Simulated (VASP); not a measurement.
Set up this calculation in VASP 6.6.1, as the native input.

* Task: single point
* Functional: r2SCAN
* Potentials or basis: VASP PAW PBE potentials, release 64 (Mn_pv)
* Cutoff: 520 eV
* k mesh: 15 × 15 × 15
* Occupations: fermi-dirac, width 0.05 eV
* Spin: collinear spin, ferromagnetic start
* Starting moments: [3.802] μB
* Dipole correction: no
* Further INCAR settings: ALGO = Normal; EDIFF = 1e-06; NBANDS = 16

Crystal: Mn.

```
CELL_PARAMETERS angstrom
0.00000 1.92443 1.92443
1.92443 0.00000 1.92443
1.92443 1.92443 0.00000
ATOMIC_POSITIONS crystal
Mn 0.00000 0.00000 0.00000
```

This isn't the form of Mn at room conditions, which is a 58-atom cubic cell.

One way to write it, as run:

POSCAR

```
Mn
1.0
    0.0000000000      1.9244273716      1.9244273716
    1.9244273716      0.0000000000      1.9244273716
    1.9244273716      1.9244273716      0.0000000000
Mn
1
Direct
    0.0000000000      0.0000000000      0.0000000000
```

INCAR.step1

```
SYSTEM = Mn
ALGO     = Normal         ! electronic algorithm
EDIFF    = 1E-4           ! SCF threshold, eV
ENCUT    = 520            ! plane-wave cutoff, eV
GGA      = PE             ! functional
ISMEAR   = -1             ! smearing method
ISPIN    = 2              ! spin polarisation
LASPH    = .TRUE.         ! aspherical terms in the spheres
LCHARG   = .FALSE.        ! write CHGCAR
LMAXMIX  = 4              ! l up to which the mixer works
LREAL    = .FALSE.        ! projectors in reciprocal space
LWAVE    = .TRUE.         ! write WAVECAR
MAGMOM   = 3.802          ! initial moments
NBANDS   = 16             ! bands
NELM     = 150            ! most SCF steps
PREC     = Accurate       ! precision mode
SIGMA    = 0.05           ! smearing width, eV
```

INCAR.step2

```
SYSTEM = Mn
ALGO     = Normal         ! electronic algorithm
EDIFF    = 1E-6           ! SCF threshold, eV
ENCUT    = 520            ! plane-wave cutoff, eV
ISIF     = 2              ! what is computed and relaxed
ISMEAR   = -1             ! smearing method
ISPIN    = 2              ! spin polarisation
ISTART   = 1            
LASPH    = .TRUE.         ! aspherical terms in the spheres
LCHARG   = .FALSE.        ! write CHGCAR
LMAXMIX  = 4              ! l up to which the mixer works
LMIXTAU  = .TRUE.       
LORBIT   = 11             ! projections on sites
LREAL    = .FALSE.        ! projectors in reciprocal space
LWAVE    = .FALSE.        ! write WAVECAR
MAGMOM   = 3.802          ! initial moments
METAGGA  = R2SCAN         ! meta-GGA
NBANDS   = 16             ! bands
NELM     = 150            ! most SCF steps
PREC     = Accurate       ! precision mode
SIGMA    = 0.05           ! smearing width, eV
```

KPOINTS

```
k-points
0
G
  15 15 15
  0 0 0
```

Potentials or basis: VASP PAW PBE potentials, release 64 (Mn_pv).

Command:

```bash
$ cat potpaw_PBE.64/Mn_pv/POTCAR > POTCAR
$ cp INCAR.step1 INCAR
$ mpirun -np 1 vasp_std > vasp.out
$ cp INCAR.step2 INCAR
$ mpirun -np 1 vasp_std > vasp.out
```

It gave:

* Pressure: 7.1 GPa
* Net moment: 3.69 μB per cell
* Site moments: Mn +3.62 μB
* Valence electrons inside the program's atomic spheres: Mn 11.61

Caveat: the cell stands under pressure; the PAW data sets were made with another functional, which shifts forces and pressure a little.

Run time: 90 s on 1 thread of Intel(R) Xeon(R) 6975P-C (Granite Rapids), with other jobs on the host, peak memory 0.16 GiB.
